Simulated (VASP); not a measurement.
A run of VASP 6.6.1 is set up as follows.

Contents of INCAR:

```
PREC = Accurate
ENCUT = 600
EDIFF = 1E-6
ISMEAR = 0
SIGMA = 0.01
LREAL = False
LASPH = True
NELM = 120
ALGO = Normal
ISIF = 2
LWAVE = False
LCHARG = False
GGA = RE
IVDW = 12
NBANDS = 16
GGA_COMPAT = False
```

Contents of KPOINTS:

```
regular mesh
0
Gamma
  3 3 3
```

The input POSCAR:

```
NbC
1.0
    3.1601310000      0.0000000000      0.0000000000
    1.5800655000      2.7367537253      0.0000000000
    1.5800655000      0.9122512418      2.5802361568
Nb C
1 1
Direct
    0.0000000000      0.0000000000      0.0000000000
    0.5000000000      0.5000000000      0.5000000000
```

Potentials or basis: VASP PAW PBE potentials, release 64 (Nb_sv, C).

Run with:

```bash
$ cat potpaw_PBE.64/Nb_sv/POTCAR potpaw_PBE.64/C/POTCAR > POTCAR
$ mpirun -np 1 vasp_std > vasp.out
```

(1) What does it give for the pressure?

(2) What does it give for the dispersion energy per atom?

## Answers

(1) -4.5 GPa.

(2) -0.927 eV.

Caveat: the k points lie up to 0.81 Å⁻¹ apart; three body term missing; the PAW data sets were made with another functional, which shifts forces and pressure a little; pairwise dispersion overbinds metals, which lowers pressure and volume.
